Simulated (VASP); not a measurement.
# Zr2O (Pn-3m) in VASP: single point with LDA

Aim: the single point of Zr2O with LDA.

All numbers are computed with VASP 6.6.1; they aren't measurements. Logs are shortened: lines on timing, memory, paths and dates and some standing lists are left out, and cuts for length are marked.

## Step 1: The cell of the first run

Symmetry: Pn-3m, No. 224, cubic system. The conventional cell has a = 4.764 Å, b = 4.764 Å, c = 4.764 Å, α = 90.00°, β = 90.00°, γ = 90.00°. Zr (site symmetry -3m) has 2 O at 2.06 Å within 2.7 Å. O (site symmetry -43m) has 4 Zr at 2.06 Å within 2.7 Å.

## Step 2: Single point, LDA

File INCAR:

```
PREC = Accurate
ENCUT = 520
EDIFF = 1E-6
ISMEAR = 0
SIGMA = 0.15
LREAL = F
LASPH = T
NELM = 60
ALGO = Normal
ISIF = 2
LWAVE = F
LCHARG = F
NBANDS = 39
```

File KPOINTS:

```
Automatic mesh
0
Gamma
  8 8 8
```

File POSCAR:

```
Zr2O
1.0
    4.7635059521      0.0000000000      0.0000000000
    0.0000000000      4.7635059521      0.0000000000
    0.0000000000      0.0000000000      4.7635059521
Zr O
4 2
Direct
    0.2500000000      0.2500000000      0.7500000000
    0.7500000000      0.2500000000      0.2500000000
    0.2500000000      0.7500000000      0.2500000000
    0.7500000000      0.7500000000      0.7500000000
    0.0000000000      0.0000000000      0.0000000000
    0.5000000000      0.5000000000      0.5000000000
```

Potentials or basis: VASP PAW LDA potentials, release 64 (Zr_sv, O).

Started as:

```console
$ cat potpaw_LDA.64/Zr_sv/POTCAR potpaw_LDA.64/O/POTCAR > POTCAR
$ mpirun -np 1 vasp_std > vasp.out
```

OUTCAR:

```text
PREC = Accurate
   ENCUT = 520
   EDIFF = 1E-6
   ISMEAR = 0
   LREAL = F
   LASPH = T
   NELM = 60
   ISIF = 2

 ion  position               nearest neighbor table
   1  0.250  0.250  0.750-   5 2.06   6 2.06   4 3.37   2 3.37   3 3.37   2 3.37   3 3.37   3 3.37
                             4 3.37   3 3.37   2 3.37   4 3.37   2 3.37   4 3.37
   2  0.750  0.250  0.250-   5 2.06   6 2.06   4 3.37   1 3.37   3 3.37   1 3.37   4 3.37   3 3.37
                             4 3.37   4 3.37   1 3.37   3 3.37   1 3.37   3 3.37
   3  0.250  0.750  0.250-   5 2.06   6 2.06   4 3.37   1 3.37   2 3.37   1 3.37   4 3.37   1 3.37
                             2 3.37   1 3.37   2 3.37   4 3.37   4 3.37   2 3.37
   4  0.750  0.750  0.750-   5 2.06   6 2.06   3 3.37   1 3.37   2 3.37   2 3.37   3 3.37   1 3.37
                             2 3.37   2 3.37   1 3.37   3 3.37   3 3.37   1 3.37
   5  0.000  0.000  0.000-   1 2.06   2 2.06   3 2.06   4 2.06
   6  0.500  0.500  0.500-   1 2.06   2 2.06   3 2.06   4 2.06

  LATTYP: Found a simple cubic cell.
 ALAT       =     4.7635059521

  Lattice vectors:

 A1 = (   4.7635059521,   0.0000000000,   0.0000000000)
 A2 = (   0.0000000000,   4.7635059521,   0.0000000000)
 A3 = (   0.0000000000,   0.0000000000,   4.7635059521)

Analysis of symmetry for initial positions (statically):
=====================================================================
 Subroutine PRICEL returns:
 Original cell was already a primitive cell.

 Routine SETGRP: Setting up the symmetry group for a
 simple cubic supercell.

 Subroutine GETGRP returns: Found 48 space group operations
 (whereof 24 operations were pure point group operations)
 out of a pool of 48 trial point group operations.

The static configuration has the point symmetry T_d .
 The point group associated with its full space group is O_h .

Analysis of symmetry for dynamics (positions and initial velocities):
=====================================================================
 Subroutine PRICEL returns:
 Original cell was already a primitive cell.

 Routine SETGRP: Setting up the symmetry group for a
 simple cubic supercell.

 Subroutine GETGRP returns: Found 48 space group operations
 (whereof 24 operations were pure point group operations)
 out of a pool of 48 trial point group operations.

The dynamic configuration has the point symmetry T_d .
 The point group associated with its full space group is O_h .

 Subroutine INISYM returns: Found 48 space group operations
 (whereof 24 operations are pure point group operations),
 and found     1 'primitive' translations

----------------------------------------------------------------------------------------

                                     Primitive cell

  volume of cell :     108.0887

  direct lattice vectors                    reciprocal lattice vectors
     4.763505952  0.000000000  0.000000000     0.209929411  0.000000000  0.000000000
     0.000000000  4.763505952  0.000000000     0.000000000  0.209929411  0.000000000
     0.000000000  0.000000000  4.763505952     0.000000000  0.000000000  0.209929411

  length of vectors
     4.763505952  4.763505952  4.763505952     0.209929411  0.209929411  0.209929411

  position of ions in fractional coordinates (direct lattice)
     0.250000000  0.250000000  0.750000000
     0.750000000  0.250000000  0.250000000
     0.250000000  0.750000000  0.250000000
     0.750000000  0.750000000  0.750000000
     0.000000000  0.000000000  0.000000000
     0.500000000  0.500000000  0.500000000

  ion indices of the primitive-cell ions
   primitive index   ion index
                 1           1
                 2           2
                 3           3
                 4           4
                 5           5
                 6           6

----------------------------------------------------------------------------------------

 KPOINTS: Automatic mesh

Automatic generation of k-mesh.
 Grid dimensions read from file:
 generate k-points for:    8    8    8

 Generating k-lattice:

  Cartesian coordinates                     Fractional coordinates (reciprocal lattice)
     0.026241176  0.000000000  0.000000000     0.125000000  0.000000000  0.000000000
     0.000000000  0.026241176  0.000000000     0.000000000  0.125000000  0.000000000
     0.000000000  0.000000000  0.026241176     0.000000000  0.000000000  0.125000000

  Length of vectors
     0.026241176  0.026241176  0.026241176

  Shift w.r.t. Gamma in fractional coordinates (k-lattice)
     0.000000000  0.000000000  0.000000000

 Subroutine IBZKPT returns following result:
 ===========================================

 Found     35 irreducible k-points:

 Following reciprocal coordinates:
            Coordinates               Weight
  0.000000  0.000000  0.000000      1.000000
  0.125000  0.000000  0.000000      6.000000
  0.250000  0.000000  0.000000      6.000000
  0.375000  0.000000  0.000000      6.000000
  0.500000  0.000000  0.000000      3.000000
  0.125000  0.125000  0.000000     12.000000
[... 16 lines left out ...]
  0.375000  0.375000  0.125000     24.000000
  0.500000  0.375000  0.125000     24.000000
 [... further k-points ...]
   k-points           NKPTS =     35   k-points in BZ     NKDIM =     35   number of bands    NBANDS=     39
   number of dos      NEDOS =    301   number of ions     NIONS =      6
   total plane-waves  NPLWV =  46656
   dimension x,y,z NGX =    36 NGY =   36 NGZ =   36
   dimension x,y,z NGXF=    72 NGYF=   72 NGZF=   72
   ions per type =               4   2
   NGX,Y,Z   is equivalent  to a cutoff of  12.56, 12.56, 12.56 a.u.
   NGXF,Y,Z  is equivalent  to a cutoff of  25.13, 25.13, 25.13 a.u.
 SYSTEM =  unknown system
   PREC   = accura    normal or accurate (medium, high low for compatibility)
   ISTART =      0    job   : 0-new  1-cont  2-samecut
   ICHARG =      2    charge: 1-file 2-atom 10-const
   ISPIN  =      1    spin polarized calculation?
   LNONCOLLINEAR =      F non collinear calculations
   LSORBIT =      F    spin-orbit coupling
   LASPH  =      T    aspherical Exc in radial PAW
   ENCUT  =  520.0 eV  38.22 Ry    6.18 a.u.   8.86  8.86  8.86*2*pi/ulx,y,z
   NELM   =     60;   NELMIN=  2; NELMDL= -5     # of ELM steps
   EDIFF  = 0.1E-05   stopping-criterion for ELM
   LREAL  =      F    real-space projection
   EDIFFG = 0.1E-04   stopping-criterion for IOM
   NSW    =      0    number of steps for IOM
   IBRION =     -1    ionic relax: 0-MD 1-quasi-New 2-CG
   NFREE  =      0    steps in history (QN), initial steepest desc. (CG)
   ISIF   =      2    stress and relaxation
   ISYM   =      2    0-nonsym 1-usesym 2-fastsym
   POTIM  = 0.5000    time-step for ionic-motion
   TEBEG  =    0.0;   TEEND  =   0.0 temperature during run
   PSTRESS=    0.0 pullay stress
   NELECT =      60.0000    total number of electrons
   NUPDOWN=      -1.0000    fix difference up-down
   EMIN   =  10.00;   EMAX   =-10.00  energy-range for DOS
   EFERMI =   0.00;   METHOD = LEGACY
   ISMEAR =     0;   SIGMA  =   0.15  broadening in eV -4-tet -1-fermi 0-gaus
   EFERMI_NEDOS =   21; number of points for ismear=-14 and -15
   IALGO  =     38    algorithm
   IMIX   =      4    mixing-type and parameters
     AMIX     =   0.40;   BMIX     =  1.00
     AMIX_MAG =   1.60;   BMIX_MAG =  1.00
  volume/ion in A,a.u.               =      18.01       121.57
  Fermi-wavevector in a.u.,A,eV,Ry     =   1.345443  2.542518 24.629484  1.810216
  Thomas-Fermi vector in A             =   2.473355
   LORBIT       =      0    0 simple, 1 ext, 2 COOP (PROOUT), +10 PAW based schemes
   GGA     = CA    functional components
   LHFCALC =     F    Hartree Fock is set to
   AEXX    =    0.0000 exact exchange contribution
   IVDW    =     0    specifies the selected vdW correction
   LEPSILON=     F    determine dielectric tensor
   LRPA    =     F    only Hartree local field effects (RPA)
 non-spin polarized calculation
 Gauss-broadening in eV      SIGMA  =   0.15
  energy-cutoff  :      520.00
  volume of cell :      108.09
 maximum number of plane-waves:      2945
 NGX is ok and might be reduce to    36
   NGX = 17   NGY = 17   NGZ = 17

 number of electron      59.9999988 magnetization

 Free energy of the ion-electron system (eV)
  ---------------------------------------------------
  ext. energy  EPLUGINS =         0.00000000
  ---------------------------------------------------
  free energy    TOTEN  =       -58.66470769 eV

  energy without entropy =      -58.55954630  energy(sigma->0) =      -58.61212700

 E-fermi :   8.4715     XC(G=0): -11.3180

 val. band max:        8.4651725930   @ k =   0.3750   0.3750   0.1250
 cond. band min:       8.4947610671   @ k =   0.5000   0.5000   0.0000
 fundamental gap:      0.0295884741
 Fermi energy:         8.4715229928

 k-point     1 :       0.0000    0.0000    0.0000
  band No.  band energies     occupation
      1     -40.3569      2.00000
      2     -40.2325      2.00000
      3     -40.2325      2.00000
      4     -40.2325      2.00000
      5     -20.0212      2.00000
      6     -18.7372      2.00000
[... 31 lines left out ...]
     38      12.4651      0.00000
     39      12.4651      0.00000

 k-point     2 :       0.1250    0.0000    0.0000
  band No.  band energies     occupation
      1     -40.3522      2.00000
      2     -40.2373      2.00000
      3     -40.2325      2.00000
      4     -40.2325      2.00000
      5     -19.9807      2.00000
      6     -18.7956      2.00000
[... 31 lines left out ...]
     38      12.2690      0.00000
     39      12.2770      0.00000

 k-point     3 :       0.2500    0.0000    0.0000
  band No.  band energies     occupation
      1     -40.3388      2.00000
      2     -40.2508      2.00000
      3     -40.2324      2.00000
      4     -40.2324      2.00000
      5     -19.8623      2.00000
      6     -18.9584      2.00000
[... 31 lines left out ...]
     38      11.6075      0.00000
     39      11.6075      0.00000

 k-point     4 :       0.3750    0.0000    0.0000
  band No.  band energies     occupation
      1     -40.3187      2.00000
      2     -40.2711      2.00000
      3     -40.2323      2.00000
      4     -40.2323      2.00000
      5     -19.6766      2.00000
      6     -19.1895      2.00000
[... 31 lines left out ...]
     38      11.3965      0.00000
     39      11.3965      0.00000
[... 754 lines left out ...]
     38      11.1709      0.00000
     39      11.7147      0.00000

 k-point    23 :       0.3750    0.3750    0.1250
  band No.  band energies     occupation
      1     -40.2911      2.00000
      2     -40.2638      2.00000
      3     -40.2541      2.00000
      4     -40.2451      2.00000
      5     -19.6799      2.00000
      6     -19.2208      2.00000
[... 31 lines left out ...]
     38      11.4096      0.00000
     39      11.4166      0.00000

 k-point    24 :       0.5000    0.3750    0.1250
  band No.  band energies     occupation
      1     -40.2788      2.00000
      2     -40.2730      2.00000
      3     -40.2522      2.00000
      4     -40.2500      2.00000
      5     -19.6821      2.00000
      6     -19.2264      2.00000
[... 31 lines left out ...]
     38      11.2655      0.00000
     39      11.5677      0.00000

 [... further k-points ...]
[... 5 lines left out ...]
  --------------------------------------------------------------------------------------
  -------------------------------------------------------------------------------------
  Total        0.3115254      0.3115254      0.3115254      0.0000000      0.0000000      0.0000000
  in kB        4.6176808      4.6176808      4.6176808      0.0000000      0.0000000      0.0000000
  external PRESSURE =       4.6176808 kB  Pullay stress =       0.0000000 kB

 VOLUME and BASIS-vectors are now :
 -----------------------------------------------------------------------------
  energy-cutoff  :      520.00
  volume of cell :      108.09
      direct lattice vectors                 reciprocal lattice vectors
     4.763505952  0.000000000  0.000000000     0.209929411  0.000000000  0.000000000
     0.000000000  4.763505952  0.000000000     0.000000000  0.209929411  0.000000000
     0.000000000  0.000000000  4.763505952     0.000000000  0.000000000  0.209929411

 POSITION                                       TOTAL-FORCE (eV/Angst)
 -----------------------------------------------------------------------------------
      1.19088      1.19088      3.57263        -0.000000     -0.000000     -0.000000
      3.57263      1.19088      1.19088         0.000000     -0.000000      0.000000
      1.19088      3.57263      1.19088        -0.000000      0.000000     -0.000000
      3.57263      3.57263      3.57263         0.000000      0.000000      0.000000
      0.00000      0.00000      0.00000         0.000000     -0.000000     -0.000000
      2.38175      2.38175      2.38175         0.000000     -0.000000     -0.000000
 -----------------------------------------------------------------------------------
    total drift:                                0.000000     -0.000000      0.000000

  FREE ENERGIE OF THE ION-ELECTRON SYSTEM (eV)
  ---------------------------------------------------
  free  energy   TOTEN  =       -58.6647076908 eV

  energy  without entropy=      -58.5595463029  energy(sigma->0) =      -58.61212700
```

Run time: 95 s. Hardware: 1 thread of Intel Xeon 6975P-C, shared host; peak memory 0.24 GiB.

Results:

- Free energy: -58.6647 eV
- Pressure: 0.5 GPa
- Band gap on the k mesh: zero (band 30 reaches 9.05 eV, above the bottom of band 31 at 8.29 eV)

Levels at points of the mesh, in eV from the Fermi level:
```csv
k point,band 26,band 27,band 28,band 29,band 30,band 31,band 32,band 33,band 34,band 35
"(0.00, 0.00, 0.00)",-2.07,-2.07,-1.76,-1.76,-1.76,2.05,2.05,2.41,2.41,2.66
"(0.50, 0.00, 0.00)",-2.67,-0.65,-0.65,-0.31,-0.31,-0.18,-0.18,1.17,1.17,1.78
"(0.50, 0.50, 0.00)",-1.80,-1.40,-1.40,0.02,0.02,0.13,0.13,0.84,0.84,1.33
"(0.50, 0.50, 0.50)",-2.51,-2.51,0.09,0.09,0.58,0.58,0.58,1.61,1.61,1.61
```
